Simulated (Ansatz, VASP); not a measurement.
One calculation of Ir3Rh2, two programs

```xyz
10
Lattice="2.7584 0.0000 0.0000 -1.3792 2.3888 0.0000 0.0000 0.0000 21.9022" Properties=species:S:1:pos:R:3 pbc="T T T"
Ir    0.0000    1.5925   16.4266
Ir    0.0000    1.5925    3.2848
Ir    0.0000    1.5925    7.6663
Ir    1.3792    0.7963   18.6174
Ir    1.3792    0.7963    5.4755
Ir    1.3792    0.7963   14.2359
Rh    0.0000    1.5925   20.7989
Rh    0.0000    1.5925   12.0544
Rh    1.3792    0.7963    1.1033
Rh    1.3792    0.7963    9.8478
```

Alike in both runs: functional PBE; k mesh 6 × 6 × 1; occupations gaussian, width 0.1 eV; no spin polarisation.

Ansatz relaxed the structure, and its values are those at the end. VASP's run is a single point on that final structure, the one shown.

|  | VASP | Ansatz |
| --- | --- | --- |
| version | VASP 6.6.1 | Ansatz 0.2.0 |
| potentials or method | VASP PAW PBE potentials, release 64 (Ir, Rh_pv), cutoff 520 eV | scalar-relativistic, plane waves, PAW |
| valence electrons in the cell | 114 | 170 |

Ansatz gave:

| Property | Result |
| --- | --- |
| gap on the k mesh at the Fermi level (eV) | none |
| pressure (GPa) | -0.2 |
| rms of the force components (eV/Å) | 0.008 |

Task: Which values does VASP return?

Result: gap on the k mesh at the Fermi level (eV): none; pressure (GPa): 0.2; rms of the force components (eV/Å): 0.005.

A gap of «none» marks a metal or a gap that the smearing closes. VASP's potentials hold 114 valence electrons a cell and Ansatz's 170, so a difference there can come from the potentials and not from the codes.

The k mesh is coarse, so the values compare programs but aren't converged. Spin-orbit coupling is off throughout.
